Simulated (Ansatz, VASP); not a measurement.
# One calculation of FeNi3, two programs

```xyz
4
Lattice="3.5143 0.0000 0.0000 0.0000 3.5143 0.0000 0.0000 0.0000 3.5143" Properties=species:S:1:pos:R:3 pbc="T T T"
Fe    0.0000    0.0000    0.0000
Ni    0.0000    1.7572    1.7572
Ni    1.7572    0.0000    1.7572
Ni    1.7572    1.7572    0.0000
```

Alike in both runs: task single point; functional r2SCAN; k mesh 12 × 12 × 12; occupations gaussian, width 0.05 eV; no spin polarisation.

|  | VASP | Ansatz |
| --- | --- | --- |
| version | VASP 6.6.1 | Ansatz 0.2.0 |
| potentials or method | VASP PAW PBE potentials, release 64 (Fe, Ni), cutoff 520 eV | scalar-relativistic, plane waves, PAW |
| valence electrons in the cell | 38 | 70 |

|  | VASP | Ansatz | Ansatz less VASP |
| --- | --- | --- | --- |
| gap on the k mesh at the Fermi level (eV) | none | none | - |
| pressure (GPa) | -11.0 | -11.8 | -0.71 |

VASP's potentials were made for PBE, not for r2SCAN. A gap of «none» marks a metal or a gap that the smearing closes. VASP's potentials hold 38 valence electrons a cell and Ansatz's 70, so a difference there can come from the potentials and not from the codes.
